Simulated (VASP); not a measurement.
# GaN (I4mm) in VASP: further runs, part 2 of 2

VASP 6.6.1.

## Step 3: Single point, r2SCAN

Input file POSCAR:

```
GaN
1.0
    0.0000000000      2.1352350000      2.1352350000
    2.1352350000      0.0000000000      2.1352350000
    2.1352350000      2.1352350000      0.0000000000
Ga N
1 1
Direct
   -0.1024477399     -0.1024477399      0.1024477399
    0.5000000000      0.5000000000      0.5000000000
```

Input file INCAR.step1:

```
SYSTEM = GaN
PREC = Accurate
ENCUT = 520
ISMEAR = 0
SIGMA = 0.05
LREAL = .False.
LASPH = .True.
NELM = 80
NBANDS = 16
GGA = PE
ALGO = Normal
EDIFF = 1E-4
LWAVE = .True.
LCHARG = .False.
```

Input file INCAR.step2:

```
SYSTEM = GaN
PREC = Accurate
ENCUT = 520
EDIFF = 1E-6
ISMEAR = 0
SIGMA = 0.05
LREAL = .False.
LASPH = .True.
NELM = 80
ALGO = Normal
ISIF = 2
LWAVE = .False.
LCHARG = .True.
METAGGA = R2SCAN
LMIXTAU = .True.
LELF = .True.
LVHAR = .True.
NBANDS = 16
ISTART = 1
```

Input file KPOINTS:

```
Automatic mesh
0
Gamma
  12 12 12
  0 0 0
```

Potentials or basis: VASP PAW PBE potentials, release 64 (Ga_d, N).

Run with:

```sh
> cat potpaw_PBE.64/Ga_d/POTCAR potpaw_PBE.64/N/POTCAR > POTCAR
> cp INCAR.step1 INCAR
> mpirun -np 1 vasp_std > vasp.out
> cp INCAR.step2 INCAR
> mpirun -np 1 vasp_std > vasp.out
```

OUTCAR:

```text
SYSTEM = GaN
   PREC = Accurate
   ENCUT = 520
   EDIFF = 1E-6
   ISMEAR = 0
   LREAL = .False.
   LASPH = .True.
   NELM = 80
   ISIF = 2
   METAGGA = R2SCAN
   ISTART = 1

 ion  position               nearest neighbor table
   1  0.898  0.898  0.102-   2 1.70   2 2.18   2 2.18   2 2.18   2 2.18
   2  0.500  0.500  0.500-   1 1.70   1 2.18   1 2.18   1 2.18   1 2.18

  LATTYP: Found a face centered cubic cell.
 ALAT       =     4.2704700000

  Lattice vectors:

[... 644 lines left out ...]

  FORCE on cell =-STRESS in cart. coord.  units (eV):
  Direction    XX          YY          ZZ          XY          YZ          ZX
  --------------------------------------------------------------------------------------
  -------------------------------------------------------------------------------------
  Total       -1.4311565     -1.4311565     10.0690805      0.0000000     -0.0000000      0.0000000
  in kB     -117.7689140   -117.7689140    828.5779279      0.0000000     -0.0000000      0.0000000
  external PRESSURE =     197.6800333 kB  Pullay stress =       0.0000000 kB

 VOLUME and BASIS-vectors are now :
 -----------------------------------------------------------------------------
  energy-cutoff  :      520.00
  volume of cell :       19.47
      direct lattice vectors                 reciprocal lattice vectors
     0.000000000  2.135235000  2.135235000    -0.234166263  0.234166263  0.234166263
     2.135235000  0.000000000  2.135235000     0.234166263 -0.234166263  0.234166263
     2.135235000  2.135235000  0.000000000     0.234166263  0.234166263 -0.234166263

 POSITION                                       TOTAL-FORCE (eV/Angst)
 -----------------------------------------------------------------------------------
      2.13524      2.13524      3.83297         0.000000      0.000000      5.435361
      2.13524      2.13524      2.13524         0.000000      0.000000     -5.435361
 -----------------------------------------------------------------------------------
    total drift:                               -0.000018     -0.000018     -0.011952

  FREE ENERGIE OF THE ION-ELECTRON SYSTEM (eV)
  ---------------------------------------------------
  free  energy   TOTEN  =       -20.2879117587 eV

  energy  without entropy=      -20.2879117587  energy(sigma->0) =      -20.28791176
```

OUTCAR.step1:

```text
SYSTEM = GaN
   PREC = Accurate
   ENCUT = 520
   ISMEAR = 0
   LREAL = .False.
   LASPH = .True.
[... 677 lines left out ...]
      2.13524      2.13524      3.83297         0.000000      0.000000      5.298191
      2.13524      2.13524      2.13524         0.000000      0.000000     -5.298191
 -----------------------------------------------------------------------------------
    total drift:                                0.000002      0.000002     -0.004723

  FREE ENERGIE OF THE ION-ELECTRON SYSTEM (eV)
  ---------------------------------------------------
  free  energy   TOTEN  =       -10.5493833424 eV

  energy  without entropy=      -10.5493833424  energy(sigma->0) =      -10.54938334
```

OSZICAR.step1:

```text
N       E                     dE             d eps       ncg     rms          rms(c)
DAV:   1     0.830277404287E+02    0.83028E+02   -0.80583E+03  5576   0.203E+03
DAV:   2    -0.757814511939E+01   -0.90606E+02   -0.84617E+02  6056   0.333E+02
DAV:   3    -0.126638482268E+02   -0.50857E+01   -0.50662E+01  5968   0.683E+01
DAV:   4    -0.127151285215E+02   -0.51280E-01   -0.51275E-01  6552   0.725E+00
DAV:   5    -0.127157534454E+02   -0.62492E-03   -0.62492E-03  6272   0.732E-01    0.801E+00
DAV:   6    -0.105779405477E+02    0.21378E+01   -0.50259E+00  7968   0.459E+01    0.262E+00
DAV:   7    -0.105686799397E+02    0.92606E-02   -0.32131E-01  5696   0.616E+00    0.170E+00
DAV:   8    -0.105510246820E+02    0.17655E-01   -0.41901E-02  6512   0.243E+00    0.439E-01
DAV:   9    -0.105493556932E+02    0.16690E-02   -0.72587E-03  7328   0.208E+00    0.130E-01
DAV:  10    -0.105493833424E+02   -0.27649E-04   -0.81849E-04  6304   0.340E-01
   1 F= -.10549383E+02 E0= -.10549383E+02  d E =-.697218E-13
```

It took 3.4 min on 1 thread of AMD EPYC 7R43 (Zen 3), shared host; peak memory 0.15 GiB.

What came out:

| Quantity | Value |
| --- | --- |
| Free energy | -20.2879 eV |
| Pressure | 19.8 GPa |
| Largest force | 5.435 eV/Å |
| Band gap on the k mesh | 0.99 eV (least direct gap 2.49 eV) |

Forces on the atoms (eV/Å):
```
Ga   0.000  0.000  5.435
N    0.000  0.000 -5.435
```

Stress tensor (GPa, compression positive):
```
-11.78   0.00   0.00
  0.00 -11.78   0.00
  0.00   0.00  82.86
```

Caveat: the cell differs from its parent crystal (all Ga atoms moved +0.438 Å, as atom 1 towards its neighbour atom 2 (N) at 2.135 Å); the cell stands under pressure; the PAW data sets were made with another functional, which shifts forces and pressure a little. A k mesh can miss the band edges.
